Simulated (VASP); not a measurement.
The system is TePb.

```
Pb Te
1.0
     4.45597    0.00000    0.00000
    -2.22798    3.85898    0.00000
     0.00000    0.00000    4.18920
Pb Te
1 1
Direct
  0.00000 0.00000 0.00000
  0.66667 0.33333 0.50000
```

Base run:

- Program: VASP 6.6.1
- Functional: PBEsol
- Potentials or basis: VASP PAW PBE potentials, release 64 (Pb_d, Te)
- Cutoff: 520 eV
- k mesh: 10 × 10 × 8
- Occupations: gaussian, width 0.05 eV
- Spin: no spin polarisation

Its results: band gap on the k mesh zero (band 10 reaches 4.98 eV, above the bottom of band 11 at 4.44 eV); pressure -2.3 GPa.

Question: The run is repeated on the same cell with these changes: functional from PBEsol to r2SCAN. What comes out?

Answer: Band gap on the k mesh zero (band 10 reaches 5.01 eV, above the bottom of band 11 at 4.61 eV); pressure -0.6 GPa.

Caveats: the PAW data sets were made with another functional, which shifts forces and pressure a little; spin-orbit coupling is left out, which moves the levels of the heavy elements.
